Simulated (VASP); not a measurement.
# LiCl (Fm-3m) in VASP: notebook

Runs on LiCl. Level: PBE. Tasks: vibrations by perturbation theory.

All numbers are computed with VASP 6.6.1; they aren't measurements. Logs are shortened: lines on timing, memory, paths and dates and some standing lists are left out, and cuts for length are marked.

### Step 1. The cell of the first run

The structure is cubic, space group Fm-3m (No. 225). Conventional cell: a = 4.770 Å, b = 4.770 Å, c = 4.770 Å, α = 90.00°, β = 90.00°, γ = 90.00°. Li (site symmetry m-3m) has 6 Cl at 2.39 Å within 3.2 Å. Within 3.2 Å of Cl (site symmetry m-3m) lie 6 Li at 2.39 Å.

### Step 2. Vibrations by perturbation theory, PBE

Input file INCAR:

```
ALGO = Normal ; EDIFF = 1E-8
ENCUT = 520 ; GGA = PE
IBRION = 8 ; ISIF = 2
ISMEAR = 0 ; LASPH = True
LCHARG = False ; LEPSILON = True
LREAL = False ; LWAVE = False
NELM = 80 ; NSW = 1
PREC = Accurate ; SIGMA = 0.01
```

Input file KPOINTS:

```
k-points
0
Gamma
  8 8 8
```

Input file POSCAR:

```
LiCl
1.0
    0.0000000000      2.3852485608      2.3852485608
    2.3852485608      0.0000000000      2.3852485608
    2.3852485608      2.3852485608      0.0000000000
Li Cl
1 1
Direct
    0.0000000000      0.0000000000      0.0000000000
    0.5000000000      0.5000000000      0.5000000000
```

Potentials or basis: VASP PAW PBE potentials, release 64 (Li_sv, Cl).

Run with:

```sh
$ cat potpaw_PBE.64/Li_sv/POTCAR potpaw_PBE.64/Cl/POTCAR > POTCAR
$ mpirun -np 1 vasp_std > vasp.out
```

OUTCAR:

```text
EDIFF = 1E-8
   ENCUT = 520
   GGA = PE
   IBRION = 8
   ISIF = 2
   ISMEAR = 0
   LASPH = True
   LEPSILON = True
   LREAL = False
   NELM = 80
   NSW = 1
   PREC = Accurate

 ion  position               nearest neighbor table
   1  0.000  0.000  0.000-   2 2.39   2 2.39   2 2.39   2 2.39   2 2.39   2 2.39
   2  0.500  0.500  0.500-   1 2.39   1 2.39   1 2.39   1 2.39   1 2.39   1 2.39

  LATTYP: Found a face centered cubic cell.
 ALAT       =     4.7704971216

  Lattice vectors:

 A1 = (   0.0000000000,   2.3852485608,   2.3852485608)
 A2 = (   2.3852485608,   0.0000000000,   2.3852485608)
 A3 = (   2.3852485608,   2.3852485608,   0.0000000000)

Analysis of symmetry for initial positions (statically):
=====================================================================
 Subroutine PRICEL returns:
 Original cell was already a primitive cell.

 Routine SETGRP: Setting up the symmetry group for a
 face centered cubic supercell.

 Subroutine GETGRP returns: Found 48 space group operations
 (whereof 48 operations were pure point group operations)
 out of a pool of 48 trial point group operations.

The static configuration has the point symmetry O_h .

Analysis of symmetry for dynamics (positions and initial velocities):
=====================================================================
 Subroutine PRICEL returns:
 Original cell was already a primitive cell.

 Routine SETGRP: Setting up the symmetry group for a
 face centered cubic supercell.

 Subroutine GETGRP returns: Found 48 space group operations
 (whereof 48 operations were pure point group operations)
 out of a pool of 48 trial point group operations.

The dynamic configuration has the point symmetry O_h .

 Subroutine INISYM returns: Found 48 space group operations
 (whereof 48 operations are pure point group operations),
 and found     1 'primitive' translations

----------------------------------------------------------------------------------------

                                     Primitive cell

  volume of cell :      27.1413

  direct lattice vectors                    reciprocal lattice vectors
     0.000000000  2.385248561  2.385248561    -0.209621759  0.209621759  0.209621759
     2.385248561  0.000000000  2.385248561     0.209621759 -0.209621759  0.209621759
     2.385248561  2.385248561  0.000000000     0.209621759  0.209621759 -0.209621759

  length of vectors
     3.373250864  3.373250864  3.373250864     0.363075538  0.363075538  0.363075538

  position of ions in fractional coordinates (direct lattice)
     0.000000000  0.000000000  0.000000000
     0.500000000  0.500000000  0.500000000

  ion indices of the primitive-cell ions
   primitive index   ion index
                 1           1
                 2           2

----------------------------------------------------------------------------------------

 KPOINTS: k-points

Automatic generation of k-mesh.
 Grid dimensions read from file:
 generate k-points for:    8    8    8

 Generating k-lattice:

  Cartesian coordinates                     Fractional coordinates (reciprocal lattice)
[... 437 lines left out ...]
 Free energy of the ion-electron system (eV)
  ---------------------------------------------------
  ---------------------------------------------------
  free energy    TOTEN  =        -0.19240238 eV

  energy without entropy =       -0.19240238

------------------------ aborting loop because EDIFF is reached ----------------------------------------

--------------------------------------- Ionic step        2  -------------------------------------------

------------------------ aborting loop because EDIFF is reached ----------------------------------------

--------------------------------------- Ionic step        3  -------------------------------------------

------------------------ aborting loop because EDIFF is reached ----------------------------------------

 PIEZOELECTRIC TENSOR FIELD DIRECTION 3  (e Angst)
 -----------------------------------------------------------------------------
    -0.00036  0.00000  0.00000           ( -0.00000  0.00000  0.00000)
     0.00000 -0.00036  0.00000           (  0.00000 -0.00000  0.00000)
     0.00000  0.00000 -0.00026           (  0.00000  0.00000 -0.00000)

 PIEZOELECTRIC TENSOR FIELD DIRECTION 3  (C/m^2)
 -----------------------------------------------------------------------------
    -0.00021  0.00000  0.00000
     0.00000 -0.00021  0.00000
     0.00000  0.00000 -0.00015

--------------------------------------- Ionic step        4  -------------------------------------------

------------------------ aborting loop because EDIFF is reached ----------------------------------------

[... ionic steps 5 to 6 ...]

--------------------------------------- Ionic step        7  -------------------------------------------

 Free energy of the ion-electron system (eV)
  ---------------------------------------------------
  ---------------------------------------------------
  free energy    TOTEN  =        -0.18620817 eV

  energy without entropy =       -0.18620817

------------------------ aborting loop because EDIFF is reached ----------------------------------------

 INTERNAL STRAIN TENSOR  FOR ION    2  DIRECTION 1   (eV/Angst):
 -----------------------------------------------------------------------------
     0.00173  0.00000 -0.00000
    -0.00000  0.01179  0.00000
     0.00000  0.00000  0.01179

 MACROSCOPIC STATIC DIELECTRIC TENSOR (including local field effects in DFT)
 ------------------------------------------------------
           3.297939    -0.000000    -0.000000
          -0.000000     3.297939    -0.000000
           0.000000     0.000000     3.297939
 ------------------------------------------------------

 PIEZOELECTRIC TENSOR (including local field effects)  for field in x, y, z        (e  Angst)
          XX          YY          ZZ          XY          YZ          ZX
  --------------------------------------------------------------------------------
  x     0.00000     0.00000     0.00000     0.00000     0.00000     0.00000
  y     0.00000     0.00000     0.00000     0.00000     0.00000     0.00000
  z     0.00000     0.00000     0.00000     0.00000     0.00000     0.00000

 PIEZOELECTRIC TENSOR (including local field effects)  for field in x, y, z        (C/m^2)
          XX          YY          ZZ          XY          YZ          ZX
  --------------------------------------------------------------------------------
  x     0.00000     0.00000     0.00000     0.00000     0.00000     0.00000
  y     0.00000     0.00000     0.00000     0.00000     0.00000     0.00000
  z     0.00000     0.00000     0.00000     0.00000     0.00000     0.00000

 BORN EFFECTIVE CHARGES (including local field effects) (in |e|, cummulative output)
 ---------------------------------------------------------------------------------
 ion    1
    1     1.14271    -0.00000     0.00000
    2    -0.00000     1.14271     0.00000
    3     0.00000    -0.00000     1.14271
 ion    2
    1    -1.14271     0.00000    -0.00000
    2     0.00000    -1.14271    -0.00000
    3     0.00000     0.00000    -1.14271

 INTERNAL STRAIN TENSOR FOR ION    2 for displacements in x,y,z  (eV/Angst):
          X           Y           Z          XY          YZ          ZX
  --------------------------------------------------------------------------------
  x     0.00000     0.00000     0.00000     0.00000     0.00000     0.00000
  y     0.00000     0.00000     0.00000     0.00000     0.00000     0.00000
  z     0.00000     0.00000     0.00000     0.00000     0.00000     0.00000

 SECOND DERIVATIVES (NOT SYMMETRIZED)
 ------------------------------------
               1X          1Y          1Z          2X          2Y          2Z
  1X    -2.246609    0.000000    0.000000    2.246609    0.000000    0.000000
  1Y     0.000000   -2.246609    0.000000    0.000000    2.246609    0.000000
  1Z     0.000000    0.000000   -2.246609    0.000000    0.000000    2.246609
  2X     2.256554    0.000000    0.000000   -2.256554    0.000000    0.000000
  2Y     0.000000    2.256554    0.000000    0.000000   -2.256554    0.000000
  2Z     0.000000    0.000000    2.256554    0.000000    0.000000   -2.256554

 Eigenvectors and eigenvalues of the dynamical matrix
 ----------------------------------------------------

   1 f  =    9.689314 THz    60.879757 2PiTHz  323.200736 cm-1    40.071766 meV
             X         Y         Z           dx          dy          dz
      0.000000  0.000000  0.000000     0.000000    0.913403    0.000000
      2.385249  2.385249  2.385249     0.000000   -0.407057    0.000000
[... 21 lines left out ...]
   6 f/i=    0.007957 THz     0.049993 2PiTHz    0.265406 cm-1     0.032906 meV
             X         Y         Z           dx          dy          dz
      0.000000  0.000000  0.000000     0.000000    0.000000   -0.407057
      2.385249  2.385249  2.385249     0.000000    0.000000   -0.913403

--------------------------------------------------------------------------------------------------------

 MACROSCOPIC STATIC DIELECTRIC TENSOR IONIC CONTRIBUTION
 ------------------------------------------------------
           3.866509     0.000000     0.000000
           0.000000     3.866509    -0.000000
           0.000000    -0.000000     3.866509
 ------------------------------------------------------

 ELASTIC MODULI CONTR FROM IONIC RELAXATION (kBar)
 Direction    XX          YY          ZZ          XY          YZ          ZX
 --------------------------------------------------------------------------------
 XX           0.0000      0.0000      0.0000      0.0000      0.0000      0.0000
 YY           0.0000      0.0000      0.0000      0.0000      0.0000      0.0000
 ZZ           0.0000      0.0000      0.0000      0.0000      0.0000      0.0000
 XY           0.0000      0.0000      0.0000      0.0000      0.0000      0.0000
 YZ           0.0000      0.0000      0.0000      0.0000      0.0000      0.0000
 ZX           0.0000      0.0000      0.0000      0.0000      0.0000      0.0000
 --------------------------------------------------------------------------------

 PIEZOELECTRIC TENSOR IONIC CONTR  for field in x, y, z        (C/m^2)
          XX          YY          ZZ          XY          YZ          ZX
  --------------------------------------------------------------------------------
  x     0.00000     0.00000     0.00000     0.00000     0.00000     0.00000
  y     0.00000     0.00000     0.00000     0.00000     0.00000     0.00000
  z     0.00000     0.00000     0.00000     0.00000     0.00000     0.00000
```

Wall time 7 min (1 thread of Intel Xeon 8259CL, shared host); peak memory 0.19 GiB.

What came out:

| Property | Result |
| --- | --- |
| Electronic dielectric tensor (diagonal) | 3.30 |
| Born charges (mean of the diagonal) | Li +1.14; Cl -1.14 e |
| Highest phonon frequency at Γ, LO-TO splitting left out | 323 cm⁻¹ |

Phonon frequencies in cm⁻¹ (negative: imaginary):
| q point | frequencies |
| --- | --- |
| (0.000, 0.000, 0.000) | 0 0 0 323 323 323 |

Electronic dielectric tensor:
```
3.30 0.00 0.00
0.00 3.30 0.00
0.00 0.00 3.30
```

Born effective charge tensors (e):
atom 1, Li
```
1.14 0.00 0.00
0.00 1.14 0.00
0.00 0.00 1.14
```
atom 2, Cl
```
-1.14  0.00  0.00
 0.00 -1.14  0.00
 0.00  0.00 -1.14
```

Caveat: the cell stands under pressure or tension, which shifts response properties; the cutoff is under 1.25 times the usual one of these potentials, so pressure, stress and relaxed cells hold a basis-set (Pulay) error.

### Step 3. Vibrations by perturbation theory, PBE

This run uses another cell than the first one, of 14.14 Å³/atom.

Input file INCAR:

```
SYSTEM = LiCl
ALGO = Normal ; EDIFF = 1E-8
ENCUT = 520 ; GGA = PE
IBRION = 8 ; ISIF = 2
ISMEAR = 0 ; LASPH = .True.
LCHARG = .False. ; LEPSILON = .True.
LREAL = .False. ; LWAVE = .False.
NBANDS = 12 ; NELM = 80
NSW = 1 ; PREC = Accurate
SIGMA = 0.01
```

Input file KPOINTS:

```
k-points
0
Gamma
  8 8 8
  0 0 0
```

Input file POSCAR:

```
LiCl
1.0
    0.0000000000      2.4183505942      2.4183505942
    2.4183505942      0.0000000000      2.4183505942
    2.4183505942      2.4183505942      0.0000000000
Li Cl
1 1
Direct
    0.0000000000      0.0000000000      0.0000000000
    0.5000000000      0.5000000000      0.5000000000
```

Potentials or basis: VASP PAW PBE potentials, release 64 (Li_sv, Cl).

Run with:

```sh
$ cat potpaw_PBE.64/Li_sv/POTCAR potpaw_PBE.64/Cl/POTCAR > POTCAR
$ mpirun -np 1 vasp_std > vasp.out
```

OUTCAR:

```text
SYSTEM = LiCl
   EDIFF = 1E-8
   ENCUT = 520
   GGA = PE
   IBRION = 8
   ISIF = 2
   ISMEAR = 0
   LASPH = .True.
   LEPSILON = .True.
   LREAL = .False.
   NELM = 80
   NSW = 1
   PREC = Accurate

 ion  position               nearest neighbor table
   1  0.000  0.000  0.000-   2 2.42   2 2.42   2 2.42   2 2.42   2 2.42   2 2.42
   2  0.500  0.500  0.500-   1 2.42   1 2.42   1 2.42   1 2.42   1 2.42   1 2.42

  LATTYP: Found a face centered cubic cell.
 ALAT       =     4.8367011884

  Lattice vectors:

 A1 = (   0.0000000000,   2.4183505942,   2.4183505942)
 A2 = (   2.4183505942,   0.0000000000,   2.4183505942)
 A3 = (   2.4183505942,   2.4183505942,   0.0000000000)

Analysis of symmetry for initial positions (statically):
[... 663 lines left out ...]
  z     0.00000     0.00000     0.00000     0.00000     0.00000     0.00000

 SECOND DERIVATIVES (NOT SYMMETRIZED)
 ------------------------------------
               1X          1Y          1Z          2X          2Y          2Z
  1X    -1.832188    0.000000    0.000000    1.832188    0.000000    0.000000
  1Y     0.000000   -1.832188    0.000000    0.000000    1.832188    0.000000
  1Z     0.000000    0.000000   -1.832188    0.000000    0.000000    1.832188
  2X     1.887171    0.000000    0.000000   -1.887171    0.000000    0.000000
  2Y     0.000000    1.887171    0.000000    0.000000   -1.887171    0.000000
  2Z     0.000000    0.000000    1.887171    0.000000    0.000000   -1.887171

 Eigenvectors and eigenvalues of the dynamical matrix
 ----------------------------------------------------

   1 f  =    8.768703 THz    55.095389 2PiTHz  292.492464 cm-1    36.264427 meV
             X         Y         Z           dx          dy          dz
      0.000000  0.000000  0.000000     0.911471    0.000000    0.000000
      2.418351  2.418351  2.418351    -0.411365    0.000000    0.000000
[... 21 lines left out ...]
   6 f/i=    0.048605 THz     0.305391 2PiTHz    1.621273 cm-1     0.201012 meV
             X         Y         Z           dx          dy          dz
      0.000000  0.000000  0.000000    -0.063498    0.241143    0.327169
      2.418351  2.418351  2.418351    -0.140693    0.534305    0.724915

--------------------------------------------------------------------------------------------------------

 MACROSCOPIC STATIC DIELECTRIC TENSOR IONIC CONTRIBUTION
 ------------------------------------------------------
           4.569030     0.000000     0.000000
          -0.000000     4.569030     0.000000
           0.000000     0.000000     4.569030
 ------------------------------------------------------

 ELASTIC MODULI CONTR FROM IONIC RELAXATION (kBar)
 Direction    XX          YY          ZZ          XY          YZ          ZX
 --------------------------------------------------------------------------------
 XX           0.0000      0.0000      0.0000      0.0000      0.0000      0.0000
 YY           0.0000      0.0000      0.0000      0.0000      0.0000      0.0000
 ZZ           0.0000      0.0000      0.0000      0.0000      0.0000      0.0000
 XY           0.0000      0.0000      0.0000      0.0000      0.0000      0.0000
 YZ           0.0000      0.0000      0.0000      0.0000      0.0000      0.0000
 ZX           0.0000      0.0000      0.0000      0.0000      0.0000      0.0000
 --------------------------------------------------------------------------------

 PIEZOELECTRIC TENSOR IONIC CONTR  for field in x, y, z        (C/m^2)
          XX          YY          ZZ          XY          YZ          ZX
  --------------------------------------------------------------------------------
  x     0.00000     0.00000     0.00000     0.00000     0.00000     0.00000
  y     0.00000     0.00000     0.00000     0.00000     0.00000     0.00000
  z     0.00000     0.00000     0.00000     0.00000     0.00000     0.00000
```

OSZICAR:

```text
N       E                     dE             d eps       ncg     rms          rms(c)
DAV:   1     0.393963621434E+02    0.39396E+02   -0.41052E+03   696   0.775E+02
DAV:   2    -0.510776513226E+01   -0.44504E+02   -0.42763E+02   896   0.152E+02
DAV:   3    -0.723138553358E+01   -0.21236E+01   -0.21145E+01   928   0.326E+01
[... 228 lines left out ...]
RMM:  10    -0.186967983272E+00    0.18060E-06    0.21560E-06  3441   0.194E-04    0.257E-05
RMM:  11    -0.186967688226E+00    0.29505E-06    0.24847E-06  3334   0.964E-05    0.228E-05
RMM:  12    -0.186967760251E+00   -0.72025E-07    0.46448E-07  3506   0.493E-05    0.541E-06
RMM:  13    -0.186967763507E+00   -0.32567E-08    0.40782E-07  3341   0.304E-05    0.106E-06
RMM:  14    -0.186967743337E+00    0.20170E-07    0.11604E-07  3278   0.237E-05    0.211E-06
RMM:  15    -0.186967751284E+00   -0.79477E-08    0.34162E-08  2793   0.205E-05    0.334E-07
 Linear response finished
```

stdout:

```text
POSCAR found type information on POSCAR LiCl
 POSCAR found :  2 types and       2 ions
 scaLAPACK will be used
 LDA part: xc-table for (Slater+PW92), standard interpolation
 POSCAR, INCAR and KPOINTS ok, starting setup
 FFT: planning ... GRIDC
 FFT: planning ... GRID_SOFT
 FFT: planning ... GRID
 WAVECAR not read
 entering main loop
[... 24 lines left out ...]
 dielectric tensor                  component  3 :     0.027     0.303     3.229
 Linear response DOF=           2
 Linear response progress:
 first order change of Fermi-energy   0.48729E-05
 force on displaced ion       1 direction 1 :  -1.832   0.000   0.000
 Born effective charge ion    1 direction 1 :   1.152   0.000   0.000
 Linear response progress:
 first order change of Fermi-energy   0.23239E-03
 force on displaced ion       2 direction 1 :  -1.887   0.000   0.000
 Born effective charge ion    2 direction 1 :  -1.153   0.000   0.000
 Born effective charges drift removed
 Linear response finished
```

Wall time 6.8 min (1 thread of Intel Xeon 8259CL, shared host); peak memory 0.2 GiB.

Results:

```yaml
Electronic_dielectric_tensor_diagonal: 3.23
Born_charges_mean_of_the_diagonal: Li +1.15; Cl -1.15 e
Highest_phonon_frequency_at_Γ_LO-TO_splitting_left_out: 292 cm⁻¹
```

Phonon frequencies in cm⁻¹ (negative: imaginary):
```
              q point           frequencies
(0.000, 0.000, 0.000)  -2 -2 -2 292 292 292
```

Electronic dielectric tensor:
```
3.23 0.00 0.00
0.00 3.23 0.00
0.00 0.00 3.23
```

Born effective charge tensors (e):
atom 1, Li
```
1.15 0.00 0.00
0.00 1.15 0.00
0.00 0.00 1.15
```
atom 2, Cl
```
-1.15  0.00  0.00
 0.00 -1.15  0.00
 0.00  0.00 -1.15
```

Caveat: the cell stands under pressure or tension, which shifts response properties; the cutoff is under 1.25 times the usual one of these potentials, so pressure, stress and relaxed cells hold a basis-set (Pulay) error.

[end of part 1 of 2]
